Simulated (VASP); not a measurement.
Crystal: Ni2H.

```
Ni H
1.0
     2.64300    0.00000    0.00000
    -1.32150    2.28891    0.00000
     0.00000    0.00000    4.30800
Ni H
2 1
Direct
  0.33333 0.66667 0.26100
  0.66667 0.33333 0.79600
  0.00000 0.00000 0.02800
```

Base run:

```yaml
Program: VASP 6.6.1
Functional: PBEsol
Potentials_or_basis: VASP PAW PBE potentials, release 64 (Ni, H)
Cutoff: 520 eV
k_mesh: 12 × 12 × 6
Occupations: fermi-dirac, width 0.05 eV
Spin: collinear spin, ferromagnetic start
Starting_moments: "[0.2, 0.2, 0.0] μB"
```

Its results: pressure -16.8 GPa; site moments Ni +0.26; H -0.00 μB; largest force 1.063 eV/Å.

Question: The run is repeated on the same cell with these changes: moments at the start from [0.2, 0.2, 0.0] to [0.45, 0.45, 0.0]; fixed moment from none to 0.9 μB. What comes out?

Answer: Pressure -16.1 GPa; site moments Ni +0.46; H -0.00 μB; largest force 1.049 eV/Å.

Caveats: the cell stands under tension; the PAW data sets were made with another functional, which shifts forces and pressure a little; the total moment is fixed, so each spin has its own Fermi level and the state may be an excited one (at least some runs).
